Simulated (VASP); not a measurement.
# AlN (Fm-3m) in VASP: a series of runs, part 2 of 2

VASP 6.6.1. The steps go on from the part before.

## Step 4: Single point, PBE

This run uses another cell than the first one, of 8.42 Å³/atom, 1.078 times its volume.

The input, INCAR:

```
SYSTEM = AlN
ALGO = Normal ; EDIFF = 1E-6
ENCUT = 520 ; GGA = PE
ISIF = 2 ; ISMEAR = 0
LASPH = .True. ; LCHARG = .True.
LELF = .True. ; LREAL = .False.
LVHAR = .True. ; LWAVE = .False.
NBANDS = 11 ; NELM = 80
PREC = Accurate ; SIGMA = 0.05
```

The input, KPOINTS:

```
k-points
0
Gamma
  14 14 14
  0 0 0
```

The input, POSCAR:

```
AlN
1.0
    0.0000000000      2.0347187458      2.0347187458
    2.0347187458      0.0000000000      2.0347187458
    2.0347187458      2.0347187458      0.0000000000
Al N
1 1
Direct
    0.0000000000      0.0000000000      0.0000000000
    0.5000000000      0.5000000000      0.5000000000
```

Potentials or basis: VASP PAW PBE potentials, release 64 (Al, N).

Command:

```
> cat potpaw_PBE.64/Al/POTCAR potpaw_PBE.64/N/POTCAR > POTCAR
> mpirun -np 1 vasp_std > vasp.out
```

OUTCAR:

```text
SYSTEM = AlN
   EDIFF = 1E-6
   ENCUT = 520
   GGA = PE
   ISIF = 2
   ISMEAR = 0
   LASPH = .True.
   LREAL = .False.
   NELM = 80
   PREC = Accurate

 ion  position               nearest neighbor table
   1  0.000  0.000  0.000-   2 2.03   2 2.03   2 2.03   2 2.03   2 2.03   2 2.03
   2  0.500  0.500  0.500-   1 2.03   1 2.03   1 2.03   1 2.03   1 2.03   1 2.03

  LATTYP: Found a face centered cubic cell.
 ALAT       =     4.0694374916

  Lattice vectors:

 A1 = (   0.0000000000,   2.0347187458,   2.0347187458)
 A2 = (   2.0347187458,   0.0000000000,   2.0347187458)
 A3 = (   2.0347187458,   2.0347187458,   0.0000000000)

Analysis of symmetry for initial positions (statically):
=====================================================================
 Subroutine PRICEL returns:
 Original cell was already a primitive cell.

 Routine SETGRP: Setting up the symmetry group for a
 face centered cubic supercell.

 Subroutine GETGRP returns: Found 48 space group operations
 (whereof 48 operations were pure point group operations)
 out of a pool of 48 trial point group operations.

The static configuration has the point symmetry O_h .

Analysis of symmetry for dynamics (positions and initial velocities):
=====================================================================
 Subroutine PRICEL returns:
 Original cell was already a primitive cell.

 Routine SETGRP: Setting up the symmetry group for a
 face centered cubic supercell.

 Subroutine GETGRP returns: Found 48 space group operations
 (whereof 48 operations were pure point group operations)
 out of a pool of 48 trial point group operations.

The dynamic configuration has the point symmetry O_h .

 Subroutine INISYM returns: Found 48 space group operations
 (whereof 48 operations are pure point group operations),
 and found     1 'primitive' translations

[... 120 lines left out ...]
   LHFCALC =     F    Hartree Fock is set to
   AEXX    =    0.0000 exact exchange contribution
   IVDW    =     0    specifies the selected vdW correction
   LEPSILON=     F    determine dielectric tensor
   LRPA    =     F    only Hartree local field effects (RPA)
 non-spin polarized calculation
 Gauss-broadening in eV      SIGMA  =   0.05
  energy-cutoff  :      520.00
  volume of cell :       16.85
 maximum number of plane-waves:       467
 NGX is ok and might be reduce to    24
   NGX = 11   NGY = 11   NGZ = 11

 number of electron       7.9999999 magnetization

 Free energy of the ion-electron system (eV)
  ---------------------------------------------------
  ext. energy  EPLUGINS =         0.00000000
  ---------------------------------------------------
  free energy    TOTEN  =       -14.54595380 eV

  energy without entropy =      -14.54595380  energy(sigma->0) =      -14.54595380

 E-fermi :   9.9207     XC(G=0): -12.1951

 val. band max:        9.7140189224   @ k =   0.0000   0.0000   0.0000
 cond. band min:      14.1348879160   @ k =   0.5000   0.5000   0.0000
 fundamental gap:      4.4208689936
 Fermi energy:         9.9206606054

 k-point     1 :       0.0000    0.0000    0.0000
  band No.  band energies     occupation
      1      -7.6639      2.00000
      2       9.7140      2.00000
      3       9.7140      2.00000
      4       9.7140      2.00000
      5      15.1161      0.00000
      6      21.8186      0.00000
      7      21.8186      0.00000
      8      21.8186      0.00000
      9      26.9073      0.00000
     10      27.3614      0.00000
     11      27.3614      0.00000
[... 309 lines left out ...]
 k-point    24 :       0.2857    0.1429    0.0000
  band No.  band energies     occupation
      1      -6.2328      2.00000
      2       5.6400      2.00000
      3       8.4690      2.00000
      4       8.4952      2.00000
      5      17.3018      0.00000
      6      19.0407      0.00000
      7      20.4737      0.00000
      8      23.1355      0.00000
      9      24.5762      0.00000
     10      28.1884      0.00000
     11      29.2544      0.00000

 [... further k-points ...]

------------------------ aborting loop because EDIFF is reached ----------------------------------------

  FORCE on cell =-STRESS in cart. coord.  units (eV):
  Direction    XX          YY          ZZ          XY          YZ          ZX
  --------------------------------------------------------------------------------------
  -------------------------------------------------------------------------------------
  Total       -0.0070599     -0.0070599     -0.0070599      0.0000000      0.0000000      0.0000000
  in kB       -0.6713798     -0.6713798     -0.6713798      0.0000000      0.0000000      0.0000000
  external PRESSURE =      -0.6713798 kB  Pullay stress =       0.0000000 kB

 VOLUME and BASIS-vectors are now :
 -----------------------------------------------------------------------------
  energy-cutoff  :      520.00
  volume of cell :       16.85
      direct lattice vectors                 reciprocal lattice vectors
     0.000000000  2.034718746  2.034718746    -0.245734208  0.245734208  0.245734208
     2.034718746  0.000000000  2.034718746     0.245734208 -0.245734208  0.245734208
     2.034718746  2.034718746  0.000000000     0.245734208  0.245734208 -0.245734208

 POSITION                                       TOTAL-FORCE (eV/Angst)
 -----------------------------------------------------------------------------------
      0.00000      0.00000      0.00000         0.000000      0.000000      0.000000
      2.03472      2.03472      2.03472        -0.000000      0.000000     -0.000000
 -----------------------------------------------------------------------------------
    total drift:                               -0.000000     -0.000000      0.000000

  FREE ENERGIE OF THE ION-ELECTRON SYSTEM (eV)
  ---------------------------------------------------
  free  energy   TOTEN  =       -14.5459537951 eV

  energy  without entropy=      -14.5459537951  energy(sigma->0) =      -14.54595380
```

OSZICAR:

```text
N       E                     dE             d eps       ncg     rms          rms(c)
DAV:   1     0.950879587998E+01    0.95088E+01   -0.39689E+03  2344   0.621E+02
DAV:   2    -0.155650871810E+02   -0.25074E+02   -0.24207E+02  2784   0.137E+02
DAV:   3    -0.162709724715E+02   -0.70589E+00   -0.70473E+00  2789   0.211E+01
DAV:   4    -0.162739196064E+02   -0.29471E-02   -0.29469E-02  2558   0.148E+00
DAV:   5    -0.162739463934E+02   -0.26787E-04   -0.26787E-04  2699   0.133E-01    0.752E+00
DAV:   6    -0.145644373294E+02    0.17095E+01   -0.75885E+00  2549   0.145E+01    0.265E+00
DAV:   7    -0.145519679145E+02    0.12469E-01   -0.17373E-01  2516   0.307E+00    0.176E+00
DAV:   8    -0.145462876562E+02    0.56803E-02   -0.16447E-02  2456   0.111E+00    0.335E-01
DAV:   9    -0.145458988995E+02    0.38876E-03   -0.16500E-03  2629   0.239E-01    0.149E-01
DAV:  10    -0.145459599547E+02   -0.61055E-04   -0.14646E-04  2543   0.889E-02    0.406E-02
DAV:  11    -0.145459541398E+02    0.58149E-05   -0.18978E-05  2672   0.243E-02    0.790E-03
DAV:  12    -0.145459537951E+02    0.34466E-06   -0.62158E-07  1333   0.677E-03
   1 F= -.14545954E+02 E0= -.14545954E+02  d E =-.117831E-11
```

It took 6.4 s on 1 thread of Intel Xeon 6975P-C (Granite Rapids), shared host; peak memory 0.14 GiB.

Results:

| Quantity | Value |
| --- | --- |
| Free energy | -14.5460 eV |
| Pressure | -0.1 GPa |
| Band gap on the k mesh | 4.42 eV, indirect (least direct gap 5.40 eV) |

## Step 5: Single point, PBE

This run uses another cell than the first one, of 8.43 Å³/atom, 1.079 times its volume.

The input, INCAR:

```
PREC = Accurate ; ENCUT = 520
EDIFF = 1E-7 ; ISMEAR = 0
SIGMA = 0.05 ; LREAL = F
LASPH = T ; NELM = 100
ALGO = Normal ; ISIF = 2
LWAVE = F ; LCHARG = F
GGA = PE ; NBANDS = 11
```

The input, KPOINTS:

```
Automatic mesh
0
Gamma
  14 14 14
```

The input, POSCAR:

```
AlN
1.0
    0.0000000000      2.0352713043      2.0352713043
    2.0352713043      0.0000000000      2.0352713043
    2.0352713043      2.0352713043      0.0000000000
Al N
1 1
Direct
    0.0000000000      0.0000000000      0.0000000000
    0.5000000000      0.5000000000      0.5000000000
```

Command:

```
> cat potpaw_PBE.64/Al/POTCAR potpaw_PBE.64/N/POTCAR > POTCAR
> mpirun -np 1 vasp_std > vasp.out
```

Run time: 7 s. Hardware: 1 thread of Intel Xeon 6975P-C (Granite Rapids), shared host; peak memory 0.14 GiB.

It converged, with:

```
Free energy            : -14.5459 eV
Pressure               : -0.3 GPa
Band gap on the k mesh : 4.41 eV, indirect (least direct gap 5.39 eV)
```

Levels at points of the mesh, in eV from the valence-band top:
| k point | band 1 | band 2 | band 3 | band 4 | band 5 | band 6 | band 7 | band 8 |
| --- | --- | --- | --- | --- | --- | --- | --- | --- |
| (0.00, 0.00, 0.00) | -17.37 | 0.00 | 0.00 | 0.00 | 5.39 | 12.10 | 12.10 | 12.10 |
| (0.50, 0.00, 0.00) | -14.19 | -8.18 | -1.04 | -1.04 | 6.01 | 10.84 | 10.84 | 13.00 |
| (0.50, 0.50, 0.00) | -13.24 | -7.25 | -2.75 | -2.75 | 4.41 | 5.34 | 13.80 | 16.93 |

A k mesh can miss the band edges. A hybrid or GW would open this gap; PBE tends to underestimate it.

## Step 6: The runs side by side

```tsv
cell	gap on the mesh (eV)	pressure (GPa)
a = 2.807 Å, angles 60.0°, 2 atoms	5.16	21.8
a = 2.839 Å, angles 60.0°, 2 atoms	4.81	10.8
a = 2.878 Å, angles 60.0°, 2 atoms	4.41	-0.3
```

Alike in all rows: task single point; level PBE; potentials or basis VASP PAW PBE potentials, release 64 (Al, N); no spin polarisation; k mesh 14 × 14 × 14; cutoff (eV) 520; smearing gaussian 0.05 eV.

Absolute energies hang on the potentials; compare differences alone.
